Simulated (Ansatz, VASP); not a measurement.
## One calculation of Cu, two programs

The input INCAR:

```
SYSTEM = Cu
PREC = Accurate
ENCUT = 700
EDIFF = 1E-7
ISMEAR = 0
SIGMA = 0.1
LREAL = .False.
LASPH = .True.
NELM = 120
ALGO = Normal
ISIF = 3
LWAVE = .False.
LCHARG = .False.
IBRION = 2
NSW = 100
EDIFFG = -0.05
GGA_COMPAT = .False.
NELMIN = 4
```

The input KPOINTS:

```
regular mesh
0
Gamma
  10 10 10
  0 0 0
```

Contents of POSCAR:

```
Cu
1.0
    0.0000000000      1.8250000000      1.8250000000
    1.8250000000      0.0000000000      1.8250000000
    1.8250000000      1.8250000000      0.0000000000
Cu
1
Direct
    0.0000000000      0.0000000000      0.0000000000
```

Input for Ansatz:

```yaml
crystal:
  lattice:
    - [0.0, 1.825, 1.825]
    - [1.825, 0.0, 1.825]
    - [1.825, 1.825, 0.0]
  atoms:
    - { symbol: Cu, position: [0.0, 0.0, 0.0] }
basis:
  ecutwfc: 420
kpoints:
  mp_grid: { grid: [10, 10, 10] }
hamiltonian:
  xc: lda
  pseudopotentials: { kind: paw, azcp: { folder: soft_1 } }
scf:
  occupations: { method: gaussian, width: 0.1 }
output:
  forces: true
  stress: true
  eigenvalues: true
relax:
  adjacent_minimum: "off"
  f_tol: 0.05
  max_steps: 80
  cell: { stress_tol: 0.5 }
```

Alike in both runs: task relaxation of cell and atoms; functional LDA; k mesh 10 × 10 × 10; occupations gaussian, width 0.1 eV; no spin polarisation.

```csv
,VASP,Ansatz
version,VASP 6.6.1,Ansatz 0.2.0
potentials or method,"VASP PAW LDA potentials, release 64 (Cu_sv_GW), cutoff 700 eV","scalar-relativistic, plane waves, PAW"
valence electrons in the cell,19,19
```

```tsv
	VASP	Ansatz	Ansatz less VASP
gap on the k mesh at the Fermi level, each at its own relaxed structure (eV)	none	none	-
relaxed volume (Å³/atom)	10.75	10.90	+0.148
relaxed cell length with the largest relative difference (Å)	2.477	2.489	+0.0113
```

Ansatz warns that its potentials were made for another functional, while VASP's fit it. LDA's correlation is that of Perdew and Zunger in VASP and of Perdew and Wang (1992) in Ansatz. A gap of «none» marks a metal or a gap that the smearing closes.
